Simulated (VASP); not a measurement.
Cu2BiS2, 5 atoms in the cell. The structure is tetragonal, space group I4/mmm (No. 139). The conventional cell has a = 3.685 Å, b = 3.685 Å, c = 13.361 Å, α = 90.00°, β = 90.00°, γ = 90.00°. Within 4.2 Å of Bi (site symmetry 4/mmm) lie 8 S at 3.17 Å and 4 Bi at 3.68 Å and 8 Cu at 3.81 Å. Cu (site symmetry -4m2) has 4 S at 2.40 Å and 4 Cu at 2.61 Å within 3.2 Å. Within 3.2 Å of S (site symmetry 4mm) lie 4 Cu at 2.40 Å and 4 Bi at 3.17 Å. 

- Program: VASP 6.6.1
- Task: single point
- Functional: PBE
- Potentials or basis: VASP PAW PBE potentials, release 64 (Bi_d, Cu, S)
- Cutoff: 520 eV
- k mesh: 5 × 5 × 5
- Occupations: fermi-dirac, width 0.0437 eV
- Spin: no spin polarisation
- Dipole correction: no
- Further INCAR settings: ALGO = Normal; EDIFF = 1e-06; NBANDS = 32

Potentials or basis: VASP PAW PBE potentials, release 64 (Bi_d, Cu, S).

The run is started by

```sh
$ cat potpaw_PBE.64/Bi_d/POTCAR potpaw_PBE.64/Cu/POTCAR potpaw_PBE.64/S/POTCAR > POTCAR
$ mpirun -np 1 vasp_std > vasp.out
```

Hardware: 1 thread of Intel(R) Xeon(R) Platinum 8488C (Sapphire Rapids), on a shared host.

How long does it take, and how much memory?

Run time: 72 s on 1 thread of Intel(R) Xeon(R) Platinum 8488C (Sapphire Rapids), with other jobs on the host, peak memory 0.21 GiB. Counts: scf iterations 18, k points 18.
